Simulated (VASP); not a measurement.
Write the native input for VASP 6.6.1 that does the following.

* Task: single point
* Functional: PBE
* Potentials or basis: VASP PAW PBE potentials, release 64 (Tl_d)
* Cutoff: 520 eV
* k mesh: 7 × 7 × 4
* Occupations: fermi-dirac, width 0.1 eV
* Spin: no spin polarisation
* Dipole correction: no
* Further INCAR settings: ALGO = Normal; EDIFF = 1e-07; NBANDS = 20

The structure of Tl lies in POSCAR:

```
Tl
1.0
    3.2923742147      0.0000000000      0.0000000000
   -1.6461871073      2.8512797087      0.0000000000
    0.0000000000      0.0000000000      5.4054874621
Tl
2
Direct
    0.3333333333      0.6666666667      0.2500000000
    0.6666666667      0.3333333333      0.7500000000
```

These files were run (other wordings do the same):

INCAR

```
SYSTEM = Tl
PREC = Accurate ; ENCUT = 520
EDIFF = 1E-7 ; ISMEAR = -1
SIGMA = 0.1 ; LREAL = .False.
LASPH = .True. ; NELM = 80
ALGO = Normal ; ISIF = 2
LWAVE = .False. ; LCHARG = .True.
GGA = PE ; LELF = .True.
LVHAR = .True. ; NBANDS = 20
```

KPOINTS

```
Automatic mesh
0
Gamma
  7 7 4
  0 0 0
```

Potentials or basis: VASP PAW PBE potentials, release 64 (Tl_d).

Command:

```sh
$ cat potpaw_PBE.64/Tl_d/POTCAR > POTCAR
$ mpirun -np 1 vasp_std > vasp.out
```

Results of the run:

```json
{
  "Pressure": "9.9 GPa",
  "Band gap on the k mesh": "zero (bands 13 and 14 overlap by 5.88 eV)"
}
```

Caveat: the cell stands under pressure; spin-orbit coupling is left out, which moves the levels of the heavy elements.

Run time: 28 s on 1 thread of Intel Xeon 8259CL (shared host), peak memory 0.16 GiB.
